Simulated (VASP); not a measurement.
## Ba: single point with PBE

Ba:

```xyz
1
Lattice="3.4778 0.0000 0.0000 0.0000 3.4778 0.0000 0.0000 0.0000 3.4778" Properties=species:S:1:pos:R:3 pbc="T T T"
Ba    0.0000    0.0000    0.0000
```

This isn't the form of Ba at room conditions, which is bcc.

| Property | Result |
| --- | --- |
| Program | VASP 6.6.1 |
| Task | single point |
| Functional | PBE |
| Potentials or basis | VASP PAW PBE potentials, release 64 (Ba_sv) |
| Cutoff | 520 eV |
| k mesh | 9 × 9 × 9 |
| Occupations | fermi-dirac, width 0.08 eV |
| Spin | no spin polarisation |
| Dipole correction | no |
| Further INCAR settings | ALGO = Normal; EDIFF = 1e-06; NBANDS = 11 |

* Pressure: 5.9 GPa
* Band gap on the k mesh: zero (bands 5 and 6 overlap by 0.66 eV)

Levels at points of the mesh, in eV from the Fermi level:
```csv
k point,band 2,band 3,band 4,band 5,band 6,band 7,band 8,band 9
"(0.00, 0.00, 0.00)",-13.17,-13.17,-13.17,-2.47,-0.32,-0.32,7.01,7.01
```

Wall time 22 s on 1 thread of Intel Xeon 8259CL (shared host), peak memory 0.16 GiB.

Caveat: the cell stands under pressure; spin-orbit coupling is left out, which moves the levels of the heavy elements.
